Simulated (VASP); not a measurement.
Write the native input for VASP 6.6.1 that does the following.

| Property | Result |
| --- | --- |
| Task | single point |
| Functional | LDA |
| Potentials or basis | VASP PAW LDA potentials, release 64 (Cl) |
| Cutoff | 500 eV |
| k mesh | 12 × 12 × 12 |
| Occupations | fermi-dirac, width 0.05 eV |
| Spin | no spin polarisation |
| Dipole correction | no |
| Further INCAR settings | ALGO = Normal; EDIFF = 1e-06; NBANDS = 14 |

The structure of Cl lies in POSCAR:

```
Cl
1.0
    0.0000000000      3.0893950648      3.0893950648
    3.0893950648      0.0000000000      3.0893950648
    3.0893950648      3.0893950648      0.0000000000
Cl
2
Direct
    1.0000000000      1.0000000000      1.0000000000
    0.2500000000      0.2500000000      0.2500000000
```

These files were run (other wordings do the same):

INCAR

```
SYSTEM = Cl
ALGO = Normal
EDIFF = 1E-6
ENCUT = 500
GGA = CA
GGA_COMPAT = .False.
ISIF = 2
ISMEAR = -1
LASPH = .True.
LCHARG = .False.
LREAL = .False.
LWAVE = .False.
NBANDS = 14
NELM = 120
PREC = Accurate
SIGMA = 0.05
```

KPOINTS

```
k-points
0
Gamma
  12 12 12
  0 0 0
```

Potentials or basis: VASP PAW LDA potentials, release 64 (Cl).

Command:

```sh
$ cat potpaw_LDA.64/Cl/POTCAR > POTCAR
$ mpirun -np 1 vasp_std > vasp.out
```

It gave:

- Pressure: 0.0 GPa
- Band gap on the k mesh: zero (bands 7 and 8 overlap by 1.56 eV)

Run time: 15 s on 1 thread of AMD EPYC 9R45 96-Core Processor (Zen 5), with other jobs on the host, peak memory 0.13 GiB.
